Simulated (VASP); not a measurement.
A run of VASP 6.6.1 is set up as follows.

File INCAR:

```
ALGO     = Normal         # electronic algorithm
EDIFF    = 1E-6           # SCF threshold, eV
ENCUT    = 600            # plane-wave cutoff, eV
GGA      = PS             # functional
GGA_COMPAT= F            
ISIF     = 2              # what is computed and relaxed
ISMEAR   = 0              # smearing method
ISYM     = 0            
LASPH    = T              # aspherical terms in the spheres
LCHARG   = F              # write CHGCAR
LREAL    = F              # projectors in reciprocal space
LWAVE    = F              # write WAVECAR
NBANDS   = 100            # bands
NELM     = 120            # most SCF steps
PREC     = Accurate       # precision mode
SIGMA    = 0.1            # smearing width, eV
```

KPOINTS

```
Automatic mesh
0
Gamma
  2 2 2
  0.5 0.5 0.5
```

POSCAR

```
CuNi6S16
1.0
   -3.9360708458     -2.2712590227      6.3384331906
    3.9345067197     -2.2718318070      6.3372623544
   -0.0012781088      4.5442962712      6.3382778166
Cu Ni S
1 6 16
Direct
    0.9992982871      0.0005400001      0.9997126175
    0.4994861576      0.5005463853      0.9997215200
    0.9993659952      1.0005559268      0.4997669186
    0.9994230955      0.5005819065      0.4997700412
    0.4994523897      0.0004947417     -0.0002278040
    0.4994162299      0.0005373093      0.4997087606
    0.9995049012      0.5004172776     -0.0001783916
    0.1958001493      0.1966584394      0.1959724744
    0.6938192861      0.6949158982      0.6941581602
    0.9053845012      0.6924694497      0.1994741943
    0.4139867346      0.1877544054      0.7009397489
    0.1992491666      0.9064072556      0.6917540929
    0.7006937593      0.4150295972      0.1870214537
    0.6914324316      0.2002999835      0.9056619959
    0.1866503934      0.7018138852      0.4142984452
    0.3051027071      0.3061884927      0.3054429845
    0.8032225005      0.8043885886      0.8035545150
    0.5849100067      0.8132386435      0.2985311422
    0.0934935650      0.3085399449      0.8000499183
    0.2983368009      0.5859119456      0.8124390933
    0.7996961764      0.0945322138      0.3077701687
    0.8121740571      0.2993500365      0.5851690111
    0.3074346049      0.8008114642      0.0938080868
```

Potentials or basis: VASP PAW PBE potentials, release 64 (Cu, Ni, S).

Run with:

```bash
$ cat potpaw_PBE.64/Cu/POTCAR potpaw_PBE.64/Ni/POTCAR potpaw_PBE.64/S/POTCAR > POTCAR
$ mpirun -np 1 vasp_std > vasp.out
```

Question: Estimate the band gap on the k mesh.

Answer: Zero (an odd number of electrons rules out a gap without spin polarisation).

Question: Predict the largest force.

Answer: 0.111 eV/Å.

Question: Predict the pressure.

Answer: -0.1 GPa.

Forces in eV/Å, atoms in the order of the input:
```
Cu  -0.003 -0.001  0.004
Ni   0.000  0.002  0.000
Ni  -0.003 -0.002  0.002
Ni  -0.001  0.000 -0.001
Ni   0.001 -0.002  0.000
Ni  -0.002  0.001  0.002
Ni   0.001 -0.002  0.000
S    0.003  0.002  0.105
S   -0.001 -0.001  0.097
S    0.087  0.055 -0.032
S    0.097  0.043 -0.027
S   -0.089  0.049 -0.036
S   -0.082  0.062 -0.029
S    0.004 -0.103 -0.035
S   -0.014 -0.104 -0.030
S    0.000 -0.001 -0.102
S   -0.001  0.001 -0.107
S   -0.096 -0.040  0.029
S   -0.089 -0.056  0.034
S    0.086 -0.060  0.029
S    0.093 -0.050  0.035
S    0.011  0.104  0.030
S   -0.004  0.104  0.033
```

Caveat: the k points lie up to 0.49 Å⁻¹ apart, too coarse for converged energies and pressures of a metal; the PAW data sets were made with another functional, which shifts forces and pressure a little; the run has no spin polarisation, though such a crystal can be magnetic. With open d or f shells a metallic result of PBEsol can be an artefact of self-interaction; +U or a hybrid may open a gap.
